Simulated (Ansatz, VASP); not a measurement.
**One calculation of Ti12Si, two programs**

```
Ti Si
1.0
     5.70996    0.00000    0.00000
    -2.85498    4.94497    0.00000
     0.00000    0.00000   21.59326
Ti Si
12 1
Direct
  0.33333 0.16667 0.18524
  0.33333 0.66667 0.18524
  0.83333 0.16667 0.18524
  0.83333 0.66667 0.18524
  0.16667 0.33333 0.28944
  0.16667 0.83333 0.28944
  0.66667 0.33333 0.28944
  0.66667 0.83333 0.28944
  0.00000 0.00000 0.39333
  0.00000 0.50000 0.39333
  0.50000 0.00000 0.39333
  0.50000 0.50000 0.39333
  0.33333 0.16667 0.53689
```

Alike in both runs: task single point; functional PBE; dispersion D3(BJ); k mesh 6 × 6 × 1; occupations gaussian, width 0.1 eV; no spin polarisation.

|  | VASP | Ansatz |
| --- | --- | --- |
| version | VASP 6.6.1 | Ansatz 0.2.0 |
| potentials or method | VASP PAW PBE potentials, release 64 (Ti_sv, Si), cutoff 520 eV | scalar-relativistic, plane waves, PAW |
| valence electrons in the cell | 148 | 148 |

Ansatz gave:

```
gap on the k mesh at the Fermi level (eV)  : none
rms of the force components (eV/Å)         : 0.491
work function, face that differs most (eV) : 4.66
```

**Question.** Which values does VASP return?

**Answer.** gap on the k mesh at the Fermi level (eV): none; rms of the force components (eV/Å): 0.490; work function, face that differs most (eV): 4.65.

Atom by atom the forces differ by 0.007 eV/Å (rms over components). A gap of «none» marks a metal or a gap that the smearing closes.
